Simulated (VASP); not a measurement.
# Ir (I4/mmm) in VASP: single point with PBEsol

Aim: the single point of Ir with PBEsol.

All numbers are computed with VASP 6.6.1; they aren't measurements. Logs are shortened: lines on timing, memory, paths and dates and some standing lists are left out, and cuts for length are marked.

### Step 1. The cell of the first run

It takes space group I4/mmm (No. 139, tetragonal). The conventional cell has a = 2.674 Å, b = 2.674 Å, c = 3.897 Å, α = 90.00°, β = 90.00°, γ = 90.00°. Ir (site symmetry 4/mmm) has 12 Ir at 2.67 to 2.72 Å within 3.5 Å.

### Step 2. Single point, PBEsol (strain -0.015 along x and y, +0.015 along z)

Input file INCAR:

```
PREC     = Accurate       # precision mode
ENCUT    = 560            # plane-wave cutoff, eV
EDIFF    = 1E-6           # SCF threshold, eV
ISMEAR   = 0              # smearing method
SIGMA    = 0.15           # smearing width, eV
LREAL    = F              # projectors in reciprocal space
LASPH    = T              # aspherical terms in the spheres
NELM     = 120            # most SCF steps
ALGO     = Normal         # electronic algorithm
ISIF     = 2              # what is computed and relaxed
LWAVE    = F              # write WAVECAR
LCHARG   = F              # write CHGCAR
GGA      = PS             # functional
NBANDS   = 14             # bands
GGA_COMPAT= F
```

Input file KPOINTS:

```
regular mesh
0
Gamma
  22 22 22
```

Input file POSCAR:

```
Ir
1.0
    0.0000000000      1.8909045000      1.9484955000
    1.8909045000      0.0000000000      1.9484955000
    1.8909045000      1.8909045000      0.0000000000
Ir
1
Direct
    0.0000000000      0.0000000000      0.0000000000
```

Potentials or basis: VASP PAW PBE potentials, release 64 (Ir_sv_GW).

Started as:

```sh
$ cat potpaw_PBE.64/Ir_sv_GW/POTCAR > POTCAR
$ mpirun -np 1 vasp_std > vasp.out
```

OUTCAR:

```text
PREC = Accurate
   ENCUT = 560
   EDIFF = 1E-6
   ISMEAR = 0
   LREAL = F
   LASPH = T
   NELM = 120
   ISIF = 2
   GGA = PS

 ion  position               nearest neighbor table
   1  0.000  0.000  0.000-

  LATTYP: Found a body centered tetragonal cell.
 ALAT       =     2.6741427891
 C/A-ratio  =     1.4572860567

  Lattice vectors:

 A1 = (  -1.8909045000,   0.0000000000,   1.9484955000)
 A2 = (   1.8909045000,   0.0000000000,   1.9484955000)
 A3 = (   0.0000000000,   1.8909045000,  -1.9484955000)

Analysis of symmetry for initial positions (statically):
=====================================================================
 Subroutine PRICEL returns:
 Original cell was already a primitive cell.

 Routine SETGRP: Setting up the symmetry group for a
 body centered tetragonal supercell.

 Subroutine GETGRP returns: Found 16 space group operations
 (whereof 16 operations were pure point group operations)
 out of a pool of 16 trial point group operations.

The static configuration has the point symmetry D_4h.

Analysis of symmetry for dynamics (positions and initial velocities):
=====================================================================
 Subroutine PRICEL returns:
 Original cell was already a primitive cell.

 Routine SETGRP: Setting up the symmetry group for a
 body centered tetragonal supercell.

 Subroutine GETGRP returns: Found 16 space group operations
 (whereof 16 operations were pure point group operations)
 out of a pool of 16 trial point group operations.

The dynamic configuration has the point symmetry D_4h.

 Subroutine INISYM returns: Found 16 space group operations
 (whereof 16 operations are pure point group operations),
 and found     1 'primitive' translations

----------------------------------------------------------------------------------------

                                     Primitive cell

  volume of cell :      13.9338

  direct lattice vectors                    reciprocal lattice vectors
     0.000000000  1.890904500  1.948495500    -0.264423719  0.264423719  0.256608240
     1.890904500  0.000000000  1.948495500     0.264423719 -0.264423719  0.256608240
     1.890904500  1.890904500  0.000000000     0.264423719  0.264423719 -0.256608240

  length of vectors
     2.715171181  2.715171181  2.674142789     0.453527943  0.453527943  0.453527943

  position of ions in fractional coordinates (direct lattice)
     0.000000000  0.000000000  0.000000000

  ion indices of the primitive-cell ions
   primitive index   ion index
                 1           1

----------------------------------------------------------------------------------------

 KPOINTS: regular mesh

Automatic generation of k-mesh.
 Grid dimensions read from file:
 generate k-points for:   22   22   22

 Generating k-lattice:

  Cartesian coordinates                     Fractional coordinates (reciprocal lattice)
    -0.012019260  0.012019260  0.011664011     0.045454545  0.000000000  0.000000000
     0.012019260 -0.012019260  0.011664011     0.000000000  0.045454545  0.000000000
     0.012019260  0.012019260 -0.011664011    -0.000000000 -0.000000000  0.045454545

  Length of vectors
     0.020614906  0.020614906  0.020614906

  Shift w.r.t. Gamma in fractional coordinates (k-lattice)
     0.000000000  0.000000000  0.000000000

 Subroutine IBZKPT returns following result:
 ===========================================

 Found    834 irreducible k-points:

 Following reciprocal coordinates:
            Coordinates               Weight
  0.000000  0.000000  0.000000      1.000000
  0.045455 -0.000000  0.000000      8.000000
  0.090909 -0.000000  0.000000      8.000000
  0.136364 -0.000000  0.000000      8.000000
  0.181818 -0.000000  0.000000      8.000000
  0.227273 -0.000000  0.000000      8.000000
[... 16 lines left out ...]
  0.500000  0.045455  0.000000      8.000000
 -0.454545  0.045455  0.000000      8.000000
 [... further k-points ...]
   k-points           NKPTS =    834   k-points in BZ     NKDIM =    834   number of bands    NBANDS=     14
   number of dos      NEDOS =    301   number of ions     NIONS =      1
   total plane-waves  NPLWV =  13824
   dimension x,y,z NGX =    24 NGY =   24 NGZ =   24
   dimension x,y,z NGXF=    48 NGYF=   48 NGZF=   48
   ions per type =               1
   NGX,Y,Z   is equivalent  to a cutoff of  14.69, 14.69, 14.92 a.u.
   NGXF,Y,Z  is equivalent  to a cutoff of  29.39, 29.39, 29.84 a.u.
 SYSTEM =  unknown system
   PREC   = accura    normal or accurate (medium, high low for compatibility)
   ISTART =      0    job   : 0-new  1-cont  2-samecut
   ICHARG =      2    charge: 1-file 2-atom 10-const
   ISPIN  =      1    spin polarized calculation?
   LNONCOLLINEAR =      F non collinear calculations
   LSORBIT =      F    spin-orbit coupling
   LASPH  =      T    aspherical Exc in radial PAW
   ENCUT  =  560.0 eV  41.16 Ry    6.42 a.u.   5.24  5.24  5.16*2*pi/ulx,y,z
   NELM   =    120;   NELMIN=  2; NELMDL= -5     # of ELM steps
   EDIFF  = 0.1E-05   stopping-criterion for ELM
   LREAL  =      F    real-space projection
   EDIFFG = 0.1E-04   stopping-criterion for IOM
   NSW    =      0    number of steps for IOM
   IBRION =     -1    ionic relax: 0-MD 1-quasi-New 2-CG
   NFREE  =      0    steps in history (QN), initial steepest desc. (CG)
   ISIF   =      2    stress and relaxation
   ISYM   =      2    0-nonsym 1-usesym 2-fastsym
   POTIM  = 0.5000    time-step for ionic-motion
   TEBEG  =    0.0;   TEEND  =   0.0 temperature during run
   PSTRESS=    0.0 pullay stress
   NELECT =      17.0000    total number of electrons
   NUPDOWN=      -1.0000    fix difference up-down
   EMIN   =  10.00;   EMAX   =-10.00  energy-range for DOS
   EFERMI =   0.00;   METHOD = LEGACY
   ISMEAR =     0;   SIGMA  =   0.15  broadening in eV -4-tet -1-fermi 0-gaus
   EFERMI_NEDOS =   21; number of points for ismear=-14 and -15
   IALGO  =     38    algorithm
   IMIX   =      4    mixing-type and parameters
     AMIX     =   0.40;   BMIX     =  1.00
     AMIX_MAG =   1.60;   BMIX_MAG =  1.00
  volume/ion in A,a.u.               =      13.93        94.03
  Fermi-wavevector in a.u.,A,eV,Ry     =   1.749316  3.305728 41.635277  3.060107
  Thomas-Fermi vector in A             =   2.820253
   LORBIT       =      0    0 simple, 1 ext, 2 COOP (PROOUT), +10 PAW based schemes
   GGA     = PS    functional components
   LHFCALC =     F    Hartree Fock is set to
   AEXX    =    0.0000 exact exchange contribution
   IVDW    =     0    specifies the selected vdW correction
   LEPSILON=     F    determine dielectric tensor
   LRPA    =     F    only Hartree local field effects (RPA)
 non-spin polarized calculation
 Gauss-broadening in eV      SIGMA  =   0.15
  energy-cutoff  :      560.00
  volume of cell :       13.93
 maximum number of plane-waves:       435
 NGX is ok and might be reduce to    24
   NGX = 11   NGY = 11   NGZ = 11

 number of electron      17.0000000 magnetization

 Free energy of the ion-electron system (eV)
  ---------------------------------------------------
  ext. energy  EPLUGINS =         0.00000000
  ---------------------------------------------------
  free energy    TOTEN  =       -10.38977790 eV

  energy without entropy =      -10.37794055  energy(sigma->0) =      -10.38385922

 E-fermi :  13.0038     XC(G=0): -14.8039

 val. band max:       13.0028910630   @ k =   0.3182   0.0455   0.1818
 cond. band min:      13.0051267023   @ k =  -0.4545   0.0455   0.4091
 fundamental gap:      0.0022356393
 Fermi energy:        13.0038236051

 k-point     1 :       0.0000    0.0000    0.0000
  band No.  band energies     occupation
      1     -80.0357      2.00000
      2     -36.4204      2.00000
      3     -36.3932      2.00000
      4     -36.3932      2.00000
      5       1.6978      2.00000
      6       8.7801      2.00000
      7       9.1897      2.00000
      8       9.1897      2.00000
      9      11.5444      2.00000
     10      12.0907      2.00000
     11      26.5909      0.00000
     12      31.5367      0.00000
     13      32.4897      0.00000
     14      32.4897      0.00000

 k-point     2 :       0.0455   -0.0000    0.0000
  band No.  band energies     occupation
      1     -80.0344      2.00000
      2     -36.4299      2.00000
      3     -36.4044      2.00000
      4     -36.3953      2.00000
      5       1.7924      2.00000
      6       8.7906      2.00000
      7       9.1675      2.00000
      8       9.2309      2.00000
      9      11.5213      2.00000
     10      12.0573      2.00000
     11      26.7577      0.00000
     12      31.4389      0.00000
     13      32.2850      0.00000
     14      32.6518      0.00000

 k-point     3 :       0.0909   -0.0000    0.0000
  band No.  band energies     occupation
      1     -80.0303      2.00000
      2     -36.4735      2.00000
      3     -36.4199      2.00000
      4     -36.4012      2.00000
      5       2.0694      2.00000
      6       8.7641      2.00000
      7       9.1631      2.00000
      8       9.3459      2.00000
      9      11.4682      2.00000
     10      11.9714      2.00000
     11      27.2310      0.00000
     12      30.6593      0.00000
     13      32.5056      0.00000
     14      33.1287      0.00000
[... 324 lines left out ...]
 k-point    23 :       0.5000    0.0455    0.0000
  band No.  band energies     occupation
      1     -79.9654      2.00000
      2     -37.2271      2.00000
      3     -36.5576      2.00000
      4     -36.4959      2.00000
      5       4.8211      2.00000
      6       8.6636      2.00000
      7       9.2280      2.00000
      8      11.7845      2.00000
      9      13.8729      0.00000
     10      14.4537      0.00000
     11      20.4563      0.00000
     12      26.3825      0.00000
     13      31.9779      0.00000
     14      32.3993      0.00000

 k-point    24 :      -0.4545    0.0455    0.0000
  band No.  band energies     occupation
      1     -79.9655      2.00000
      2     -37.2230      2.00000
      3     -36.5595      2.00000
      4     -36.4921      2.00000
      5       4.8238      2.00000
      6       8.6889      2.00000
      7       9.2247      2.00000
      8      11.6827      2.00000
      9      13.7378      0.00000
     10      14.5187      0.00000
     11      20.5949      0.00000
     12      26.4259      0.00000
     13      31.8291      0.00000
     14      32.6828      0.00000

 [... further k-points ...]

------------------------ aborting loop because EDIFF is reached ----------------------------------------

  FORCE on cell =-STRESS in cart. coord.  units (eV):
  Direction    XX          YY          ZZ          XY          YZ          ZX
  --------------------------------------------------------------------------------------
  -------------------------------------------------------------------------------------
  Total        0.4920989      0.4920989     -0.5470914      0.0000000      0.0000000      0.0000000
  in kB       56.5841005     56.5841005    -62.9074175      0.0000000      0.0000000      0.0000000
  external PRESSURE =      16.7535945 kB  Pullay stress =       0.0000000 kB

 VOLUME and BASIS-vectors are now :
 -----------------------------------------------------------------------------
  energy-cutoff  :      560.00
  volume of cell :       13.93
      direct lattice vectors                 reciprocal lattice vectors
     0.000000000  1.890904500  1.948495500    -0.264423719  0.264423719  0.256608240
     1.890904500  0.000000000  1.948495500     0.264423719 -0.264423719  0.256608240
     1.890904500  1.890904500  0.000000000     0.264423719  0.264423719 -0.256608240

 POSITION                                       TOTAL-FORCE (eV/Angst)
 -----------------------------------------------------------------------------------
      0.00000      0.00000      0.00000         0.000000     -0.000000      0.000000
 -----------------------------------------------------------------------------------
    total drift:                               -0.000000      0.000000      0.000000

  FREE ENERGIE OF THE ION-ELECTRON SYSTEM (eV)
  ---------------------------------------------------
  free  energy   TOTEN  =       -10.3897778953 eV

  energy  without entropy=      -10.3779405472  energy(sigma->0) =      -10.38385922
```

It took 97 s on 1 thread of Intel Xeon Platinum 8259CL at 2.50GHz (Skylake/Cascade Lake), shared host; peak memory 0.31 GiB.

What came out:

- Free energy: -10.3898 eV
- Pressure: 1.7 GPa
- Band gap on the k mesh: zero (an odd number of electrons rules out a gap without spin polarisation)

Levels at points of the mesh, in eV from the Fermi level:
```tsv
k point	band 6	band 7	band 8	band 9	band 10	band 11
(0.00, 0.00, 0.00)	-4.22	-3.81	-3.81	-1.46	-0.91	13.59
(0.50, 0.00, 0.00)	-4.27	-3.85	-0.81	0.86	1.08	7.44
(0.50, 0.50, 0.00)	-7.48	0.99	1.26	1.54	1.54	10.18
(0.50, 0.00, 0.50)	-7.50	0.92	1.36	1.78	1.89	11.02
```

Caveat: the cell differs from its parent crystal (strain -0.015 along x and y, +0.015 along z); the stress differs along the axes, from -6 to 6 GPa; the PAW data sets were made with another functional, which shifts forces and pressure a little; spin-orbit coupling is left out, which moves the levels of the heavy elements.
